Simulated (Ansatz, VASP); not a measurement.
**Two plane-wave programs on Ga**

```
Ga
1.0
     1.35477   -3.94430    0.00000
     1.35477    3.94430    0.00000
    -0.11505    0.00000    3.26195
Ga
2
Direct
  0.86900 0.13100 0.25000
  0.13100 0.86900 0.75000
```

Change from the starting cell: volume scaled by 0.94, PAW files.

Alike in both runs: task electric field gradients; functional PBEsol; k mesh 14 × 14 × 11; occupations fermi-dirac, width 0.03 eV; no spin polarisation.

|  | VASP | Ansatz |
| --- | --- | --- |
| version | VASP 6.6.1 | Ansatz 0.2.0 |
| potentials or method | VASP PAW PBE potentials, release 64 (Ga_d) | PAW with Ansatz's default frozen-core files, scalar-relativistic |
| plane-wave cutoff (eV) | 520 | 420 |
| valence electrons in the cell | 26 | 26 |

VASP gave:

```
pressure (GPa)                                                : 2.0
traceless stress, the component that is largest in VASP (GPa) : -0.17
rms of the force components (eV/Å)                            : 0.121
size of Vzz on the site where it differs most (V/Å²)          : 26.8
```

**Question.** Which values does Ansatz return?

**Answer.** Pressure (GPa): 1.9; traceless stress, the component that is largest in VASP (GPa): -0.15; rms of the force components (eV/Å): 0.122; size of Vzz on the site where it differs most (V/Å²): 28.4.

VASP's potentials were made for PBE, not for PBEsol. Atom by atom the forces differ by 0.001 eV/Å (rms over components).
